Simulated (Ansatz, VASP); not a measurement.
# TaS2: VASP beside Ansatz

Contents of INCAR:

```
SYSTEM = TaS2
PREC = Accurate
ENCUT = 400
EDIFF = 1E-8
ISMEAR = -1
SIGMA = 0.03
LREAL = .FALSE.
LASPH = .TRUE.
NELM = 120
ALGO = Normal
ISIF = 2
LWAVE = .FALSE.
LCHARG = .FALSE.
GGA = PE
LEFG = .TRUE.
NBANDS = 18
GGA_COMPAT = .FALSE.
```

File KPOINTS:

```
Automatic mesh
0
G
  9 9 5
  0 0 0
```

Contents of POSCAR:

```
TaS2
1.0
    3.3500021206      0.0000000000      0.0000000000
   -1.6750010603      2.9011869392      0.0000000000
    0.0000000000      0.0000000000      5.7428000000
Ta S
1 2
Direct
    0.0000000000      0.0000000000      0.0000000000
    0.3333333333      0.6666666667      0.2500000000
    0.6666666667      0.3333333333      0.7500000000
```

Input for Ansatz:

```yaml
crystal:
  lattice:
    - [3.3500021206, 0.0, 0.0]
    - [-1.6750010603, 2.9011869392, 0.0]
    - [0.0, 0.0, 5.7428]
  atoms:
    - { symbol: Ta, position: [0.0, 0.0, 0.0] }
    - { symbol: S, position: [0.3333333333, 0.6666666667, 0.25] }
    - { symbol: S, position: [0.6666666667, 0.3333333333, 0.75] }
kpoints:
  mp_grid: { grid: [9, 9, 5] }
scf:
  occupations: { method: fermi_dirac, width: 0.03 }
hamiltonian:
  xc: pbe
  pseudopotentials: { kind: all_electron, datasets: crystal }
output:
  forces: true
  stress: true
  eigenvalues: true
  efg: { contact_densities: true }
```

Change from the starting cell: zz strain of -2 %, crystal datasets.

Alike in both runs: task electric field gradients; functional PBE; k mesh 9 × 9 × 5; occupations fermi-dirac, width 0.03 eV; no spin polarisation.

```csv
,VASP,Ansatz
version,VASP 6.6.1,Ansatz 0.2.0
potentials or method,"VASP PAW PBE potentials, release 64 (Ta_pv, S), cutoff 400 eV","all-electron PAW with datasets made for the crystal, scalar-relativistic"
```

```tsv
	VASP	Ansatz	Ansatz less VASP
pressure (GPa)	12.5	12.4	-0.06
traceless stress, the component that is largest in VASP (GPa)	4.50	4.43	-0.069
rms of the force components (eV/Å)	0.816	0.806	-0.0098
size of Vzz on the site where it differs most (V/Å²)	136.1	168.0	+31.94
```

Atom by atom the forces differ by 0.010 eV/Å (rms over components). Ansatz ran all-electron here, and VASP with PAW potentials.

Neither program's run includes spin-orbit coupling.
